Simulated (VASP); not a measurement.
Input of a VASP 6.6.1 run:

File INCAR:

```
SYSTEM = C19O
ALGO = Normal
EDIFF = 1E-6
ENCUT = 520
GGA = PS
ISIF = 2
ISMEAR = -1
LASPH = .True.
LCHARG = .True.
LELF = .True.
LREAL = Auto
LVHAR = .True.
LWAVE = .False.
NBANDS = 57
NELM = 100
PREC = Accurate
SIGMA = 0.02
```

File KPOINTS:

```
k-points
0
Gamma
  2 2 1
  0 0 0
```

POSCAR

```
C19O
1.0
    7.3980000000      0.0000000000      0.0000000000
   -3.6990000000      6.4068560000      0.0000000000
    0.0000000000      0.0000000000     11.0000000000
C O
19 1
Direct
    0.0139919072      0.0105728925      0.0787667273
    0.2351620224      0.1211310196      0.0787708182
    0.0121338905      0.3441901925      0.0788387273
    0.2370071566      0.4565985251      0.0788459091
    0.0142413520      0.6793786219      0.0788201818
    0.2348587117      0.7896920112      0.0788340909
    0.3454827590      0.0108449449      0.0787700909
    0.5703531141      0.1233107159      0.0787409091
    0.3475895674      0.3459963826      0.0787166364
    0.5682325970      0.4563035286      0.0786134545
    0.3473191061      0.6772683825      0.0788335455
    0.5685048158      0.7878625647      0.0786884545
    0.6809631022      0.0127429117      0.0787457273
    0.9015881387      0.1230508380      0.0787744545
    0.6806798962      0.3439245396      0.0786899091
    0.9018242851      0.4545193462      0.0788107273
    0.6788199923      0.6775277921      0.0786058182
    0.9036745781      0.7899347199      0.0787098182
    0.6264075829      0.5639933222      0.3764385455
    0.4879141550      0.5747034115      0.4114401818
```

Potentials or basis: VASP PAW PBE potentials, release 64 (C, O).

Launch:

```bash
$ cat potpaw_PBE.64/C/POTCAR potpaw_PBE.64/O/POTCAR > POTCAR
$ mpirun -np 1 vasp_std > vasp.out
```

Task: What does it give for the largest force?

Result: 0.996 eV/Å.

Task: What does it give for the band gap on the k mesh?

Result: 0.21 eV.

Forces in eV/Å, atoms in the order of the input:
```
C    0.000  0.008  0.002
C   -0.010  0.003  0.003
C   -0.002  0.001 -0.001
C   -0.007 -0.001  0.001
C    0.006 -0.013  0.002
C    0.010 -0.006  0.000
C    0.002 -0.006  0.000
C    0.004 -0.008 -0.003
C   -0.006  0.010 -0.002
C    0.001  0.009  0.001
C    0.000  0.007  0.000
C    0.002 -0.004  0.003
C   -0.004  0.000  0.003
C   -0.003  0.006 -0.002
C    0.004  0.000  0.001
C    0.004  0.003 -0.001
C    0.003 -0.003 -0.006
C    0.001 -0.001  0.000
C    0.931 -0.064 -0.338
O   -0.935  0.057  0.339
```

Caveat: the k points lie up to 0.49 Å⁻¹ apart; the PAW data sets were made with another functional, which shifts forces and pressure a little.
